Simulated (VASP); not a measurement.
# KSnB4 (I4_1/a) in VASP: single point with r2SCAN

Aim: the single point of KSnB4 with r2SCAN.

All numbers are computed with VASP 6.6.1; they aren't measurements. Logs are shortened: lines on timing, memory, paths and dates and some standing lists are left out, and cuts for length are marked.

## 1. The cell of the first run

Symmetry: I4_1/a, No. 88, tetragonal system. The conventional cell has a = 5.630 Å, b = 5.630 Å, c = 13.098 Å, α = 90.00°, β = 90.00°, γ = 90.00°. K (site symmetry -4) has 8 B at 2.63 to 2.83 Å within 3.5 Å. Within 2.5 Å of B (site symmetry 1) lie 1 Sn at 1.92 Å. Within 2.5 Å of Sn (site symmetry -4) lie 4 B at 1.92 Å.

## 2. Single point, r2SCAN

Contents of POSCAR:

```
KSnB4
1.0
    0.0000000000      5.6297600000      0.0000000000
    5.6297600000      0.0000000000      0.0000000000
    2.8148800000      2.8148800000     -6.5489150000
K B Sn
2 8 2
Direct
    0.3750000000      0.1250000000      0.7500000000
    0.6250000000      0.8750000000      0.2500000000
    0.8952000000      0.7999000000      0.9182000000
    0.2999000000      0.1866000000      0.4182000000
    0.6866000000      0.2819000000      0.9182000000
    0.7819000000      0.3952000000      0.4182000000
    0.1048000000      0.2001000000      0.0818000000
    0.7001000000      0.8134000000      0.5818000000
    0.3134000000      0.7181000000      0.0818000000
    0.2181000000      0.6048000000      0.5818000000
    0.8750000000      0.6250000000      0.7500000000
    0.1250000000      0.3750000000      0.2500000000
```

Contents of INCAR.step1:

```
ALGO     = Normal         # electronic algorithm
EDIFF    = 1E-4           # SCF threshold, eV
ENCUT    = 520            # plane-wave cutoff, eV
GGA      = PE             # functional
ISMEAR   = 1              # smearing method
LASPH    = T              # aspherical terms in the spheres
LCHARG   = F              # write CHGCAR
LREAL    = F              # projectors in reciprocal space
LWAVE    = T              # write WAVECAR
NBANDS   = 47             # bands
NELM     = 100            # most SCF steps
PREC     = Accurate       # precision mode
SIGMA    = 0.0115         # smearing width, eV
```

Contents of INCAR.step2:

```
ALGO     = Normal         # electronic algorithm
EDIFF    = 1E-6           # SCF threshold, eV
ENCUT    = 520            # plane-wave cutoff, eV
ISIF     = 2              # what is computed and relaxed
ISMEAR   = 1              # smearing method
ISTART   = 1            
LASPH    = T              # aspherical terms in the spheres
LCHARG   = F              # write CHGCAR
LMIXTAU  = T            
LREAL    = F              # projectors in reciprocal space
LWAVE    = F              # write WAVECAR
METAGGA  = R2SCAN         # meta-GGA
NBANDS   = 47             # bands
NELM     = 100            # most SCF steps
PREC     = Accurate       # precision mode
SIGMA    = 0.0115         # smearing width, eV
```

Contents of KPOINTS:

```
k-points
0
Gamma
  5 5 5
```

Potentials or basis: VASP PAW PBE potentials, release 64 (K_sv, B, Sn_d).

Run with:

```sh
$ cat potpaw_PBE.64/K_sv/POTCAR potpaw_PBE.64/B/POTCAR potpaw_PBE.64/Sn_d/POTCAR > POTCAR
$ cp INCAR.step1 INCAR
$ mpirun -np 1 vasp_std > vasp.out
$ cp INCAR.step2 INCAR
$ mpirun -np 1 vasp_std > vasp.out
```

OUTCAR:

```text
EDIFF = 1E-6
   ENCUT = 520
   ISIF = 2
   ISMEAR = 1
   ISTART = 1
   LASPH = T
   LREAL = F
   METAGGA = R2SCAN
   NELM = 100
   PREC = Accurate

 ion  position               nearest neighbor table
   1  0.375  0.125  0.750-   4 2.63   6 2.63   7 2.63   9 2.63   8 2.83   5 2.83   3 2.83  10 2.83

   2  0.625  0.875  0.250-   3 2.63   5 2.63   8 2.63  10 2.63   9 2.83   4 2.83   7 2.83   6 2.83

   3  0.895  0.800  0.918-  11 1.92   2 2.63   1 2.83
   4  0.300  0.187  0.418-  12 1.92   1 2.63   2 2.83
   5  0.687  0.282  0.918-  11 1.92   2 2.63   1 2.83
   6  0.782  0.395  0.418-  12 1.92   1 2.63   2 2.83
   7  0.105  0.200  0.082-  12 1.92   1 2.63   2 2.83
   8  0.700  0.813  0.582-  11 1.92   2 2.63   1 2.83
   9  0.313  0.718  0.082-  12 1.92   1 2.63   2 2.83
  10  0.218  0.605  0.582-  11 1.92   2 2.63   1 2.83
  11  0.875  0.625  0.750-   3 1.92   5 1.92   8 1.92  10 1.92
  12  0.125  0.375  0.250-   4 1.92   6 1.92   7 1.92   9 1.92

  LATTYP: Found a body centered tetragonal cell.
 ALAT       =     5.6297600000
 C/A-ratio  =     2.3265343460

  Lattice vectors:

 A1 = (  -2.8148800000,   2.8148800000,   6.5489150000)
 A2 = (   2.8148800000,  -2.8148800000,   6.5489150000)
 A3 = (   2.8148800000,   2.8148800000,  -6.5489150000)

Analysis of symmetry for initial positions (statically):
=====================================================================
 Subroutine PRICEL returns:
 Original cell was already a primitive cell.

 Routine SETGRP: Setting up the symmetry group for a
 body centered tetragonal supercell.

 Subroutine GETGRP returns: Found  8 space group operations
 (whereof  2 operations were pure point group operations)
 out of a pool of 16 trial point group operations.

The static configuration has the point symmetry S_2 .
 The point group associated with its full space group is C_4h.

Analysis of symmetry for dynamics (positions and initial velocities):
=====================================================================
 Subroutine PRICEL returns:
 Original cell was already a primitive cell.

 Routine SETGRP: Setting up the symmetry group for a
 body centered tetragonal supercell.

 Subroutine GETGRP returns: Found  8 space group operations
 (whereof  2 operations were pure point group operations)
 out of a pool of 16 trial point group operations.

The dynamic configuration has the point symmetry S_2 .
 The point group associated with its full space group is C_4h.
[... 125 lines left out ...]
   PSTRESS=    0.0 pullay stress
   NELECT =      70.0000    total number of electrons
   NUPDOWN=      -1.0000    fix difference up-down
   EMIN   =  10.00;   EMAX   =-10.00  energy-range for DOS
   EFERMI =   0.00;   METHOD = LEGACY
   ISMEAR =     1;   SIGMA  =   0.01  broadening in eV -4-tet -1-fermi 0-gaus
   EFERMI_NEDOS =   21; number of points for ismear=-14 and -15
   IALGO  =     38    algorithm
   IMIX   =      4    mixing-type and parameters
     AMIX     =   0.40;   BMIX     =  1.00
     AMIX_MAG =   1.60;   BMIX_MAG =  1.00
  volume/ion in A,a.u.               =      17.30       116.73
  Fermi-wavevector in a.u.,A,eV,Ry     =   1.139527  2.153393 17.667449  1.298521
  Thomas-Fermi vector in A             =   2.276230
   LORBIT       =      0    0 simple, 1 ext, 2 COOP (PROOUT), +10 PAW based schemes
   METAGGA = R2SCAN    functional components
   LHFCALC =     F    Hartree Fock is set to
   AEXX    =    0.0000 exact exchange contribution
   IVDW    =     0    specifies the selected vdW correction
   LEPSILON=     F    determine dielectric tensor
   LRPA    =     F    only Hartree local field effects (RPA)
 non-spin polarized calculation
 Methfessel and Paxton  Order N= 1 SIGMA  =   0.01
  energy-cutoff  :      520.00
  volume of cell :      207.56
 maximum number of plane-waves:      5607
 NGX is ok and might be reduce to    42
   NGX = 21   NGY = 21   NGZ = 29

 number of electron      70.0000018 magnetization

 Free energy of the ion-electron system (eV)
  ---------------------------------------------------
  ext. energy  EPLUGINS =         0.00000000
  ---------------------------------------------------
  free energy    TOTEN  =       -81.79841422 eV

  energy without entropy =      -81.79862454  energy(sigma->0) =      -81.79848433

 E-fermi :   3.1048     XC(G=0): -10.0536

 val. band max:        3.0999807382   @ k =   0.0000   0.0000   0.2000
 cond. band min:       3.1154128990   @ k =   0.4000   0.4000  -0.0000
 fundamental gap:      0.0154321609
 Fermi energy:         3.1047803857

 k-point     1 :       0.0000    0.0000    0.0000
  band No.  band energies     occupation
      1     -27.1804      2.00000
      2     -27.1655      2.00000
      3     -19.5565      2.00000
      4     -19.5538      2.00000
      5     -19.5519      2.00000
      6     -19.5519      2.00000
[... 1039 lines left out ...]
     46       6.1212      0.00000
     47       6.4864      0.00000

------------------------ aborting loop because EDIFF is reached ----------------------------------------

  FORCE on cell =-STRESS in cart. coord.  units (eV):
  Direction    XX          YY          ZZ          XY          YZ          ZX
  --------------------------------------------------------------------------------------
  -------------------------------------------------------------------------------------
  Total       27.7594690     27.7594690     45.2735004      0.0000000     -0.0000000      0.0000000
  in kB      214.2755517    214.2755517    349.4664919      0.0000003     -0.0000000      0.0000000
  external PRESSURE =     259.3391984 kB  Pullay stress =       0.0000000 kB

 VOLUME and BASIS-vectors are now :
 -----------------------------------------------------------------------------
  energy-cutoff  :      520.00
  volume of cell :      207.56
      direct lattice vectors                 reciprocal lattice vectors
     0.000000000  5.629760000  0.000000000     0.000000000  0.177627465  0.076348525
     5.629760000  0.000000000  0.000000000     0.177627465  0.000000000  0.076348525
     2.814880000  2.814880000 -6.548915000     0.000000000  0.000000000 -0.152697050

 POSITION                                       TOTAL-FORCE (eV/Angst)
 -----------------------------------------------------------------------------------
      2.81488      4.22232     -4.91169        -0.000000     -0.000000      0.000000
      5.62976      4.22232     -1.63723        -0.000000     -0.000000      0.000000
      7.08787      7.62438     -6.01321         4.776132      1.352500     -3.310110
      2.22770      2.86555     -2.73876        -1.352500      4.776132     -3.310110
      4.17165      6.45002     -6.01321        -4.776132     -1.352500     -3.310110
      3.40206      5.57909     -2.73876         1.352500     -4.776132     -3.310110
      1.35677      0.82026     -0.53570        -4.776132     -1.352500      3.310110
      6.21694      5.57909     -3.81016         1.352500     -4.776132      3.310110
      4.27299      1.99462     -0.53570         4.776132      1.352500      3.310110
      5.04258      2.86555     -3.81016        -1.352500      4.776132      3.310110
      5.62976      7.03720     -4.91169        -0.000000     -0.000000      0.000000
      2.81488      1.40744     -1.63723        -0.000000     -0.000000      0.000000
 -----------------------------------------------------------------------------------
    total drift:                               -0.000000      0.000000     -0.000000

  FREE ENERGIE OF THE ION-ELECTRON SYSTEM (eV)
  ---------------------------------------------------
  free  energy   TOTEN  =       -81.7984142232 eV

  energy  without entropy=      -81.7986245358  energy(sigma->0) =      -81.79848433
```

OSZICAR.step1:

```text
N       E                     dE             d eps       ncg     rms          rms(c)
DAV:   1     0.672868153908E+03    0.67287E+03   -0.31465E+04  2037   0.166E+03
DAV:   2     0.710559951500E+02   -0.60181E+03   -0.57950E+03  2038   0.488E+02
DAV:   3    -0.180712293113E+02   -0.89127E+02   -0.84553E+02  2324   0.160E+02
DAV:   4    -0.265902430366E+02   -0.85190E+01   -0.83959E+01  3179   0.429E+01
DAV:   5    -0.269119419327E+02   -0.32170E+00   -0.32009E+00  2985   0.741E+00    0.179E+01
DAV:   6    -0.259061095825E+02    0.10058E+01   -0.11040E+00  2786   0.646E+00    0.108E+01
DAV:   7    -0.255646730150E+02    0.34144E+00   -0.11525E+00  2767   0.486E+00    0.117E+00
DAV:   8    -0.255603414654E+02    0.43315E-02   -0.13426E-01  2631   0.251E+00    0.281E-01
DAV:   9    -0.255603240975E+02    0.17368E-04   -0.81641E-03  2975   0.507E-01    0.117E-01
DAV:  10    -0.255604602322E+02   -0.13613E-03   -0.81608E-04  2183   0.130E-01    0.461E-02
DAV:  11    -0.255604707195E+02   -0.10487E-04   -0.55742E-05  1415   0.447E-02
   1 F= -.25560471E+02 E0= -.25560508E+02  d E =0.112990E-03
```

Run time: 12 min. Hardware: 1 thread of Intel Xeon Platinum 8259CL at 2.50GHz (Skylake/Cascade Lake), shared host; peak memory 0.46 GiB.

What came out:

```
Free energy            : -81.7984 eV
Pressure               : 25.9 GPa
Largest force          : 5.966 eV/Å
Band gap on the k mesh : zero (bands 35 and 36 overlap by 0.80 eV)
```

Forces in eV/Å, atoms in the order of the input:
```
K    0.000  0.000  0.000
K    0.000  0.000  0.000
B    4.776  1.353 -3.310
B   -1.353  4.776 -3.310
B   -4.776 -1.353 -3.310
B    1.353 -4.776 -3.310
B   -4.776 -1.353  3.310
B    1.353 -4.776  3.310
B    4.776  1.353  3.310
B   -1.353  4.776  3.310
Sn   0.000  0.000  0.000
Sn   0.000  0.000  0.000
```

Levels at points of the mesh, in eV from the Fermi level:
```
           k point  band 33  band 34  band 35  band 36  band 37  band 38
(0.00, 0.00, 0.00)    -1.17    -0.87    -0.53    -0.53     0.40     0.69
```

Caveat: the stress differs along the axes, from 21 to 35 GPa; the PAW data sets were made with another functional, which shifts forces and pressure a little; spin-orbit coupling is left out, which moves the levels of the heavy elements.
